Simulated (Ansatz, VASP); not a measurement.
## CaO: VASP beside Ansatz

```
Ca O
1.0
     4.89800    0.00000    0.00000
     0.00000   -4.89800    0.00000
     0.00000    0.00000   -4.89800
Ca O
4 4
Cartesian
  0.0000 -2.4490 -2.4490
  2.4490 0.0000 -2.4490
  2.4490 -2.4490 0.0000
  0.0000 0.0000 0.0000
  2.4490 0.0000 0.3000
  0.0000 -2.4490 0.0000
  0.0000 0.0000 -2.4490
  2.4490 -2.4490 -2.4490
```

Alike in both runs: task single point; functional LDA; k mesh 6 × 6 × 6; occupations gaussian, width 0.05 eV; no spin polarisation.

|  | VASP | Ansatz |
| --- | --- | --- |
| version | VASP 6.6.1 | Ansatz 0.2.0 |
| potentials or method | VASP PAW LDA potentials, release 64 (Ca_sv, O), cutoff 520 eV | scalar-relativistic, plane waves, PAW |
| valence electrons in the cell | 64 | 64 |

Ansatz gave:

```
gap on the k mesh at the Fermi level (eV)                     : 3.52
least direct gap on the mesh (eV)                             : 3.52
pressure (GPa)                                                : -11.0
traceless stress, the component that is largest in VASP (GPa) : 1.46
rms of the force components (eV/Å)                            : 0.357
```

Which values does VASP return?

gap on the k mesh at the Fermi level (eV): 3.50; least direct gap on the mesh (eV): 3.50; pressure (GPa): -10.4; traceless stress, the component that is largest in VASP (GPa): 1.53; rms of the force components (eV/Å): 0.368.

LDA's correlation is that of Perdew and Zunger in VASP and of Perdew and Wang (1992) in Ansatz. Atom by atom the forces differ by 0.017 eV/Å (rms over components).
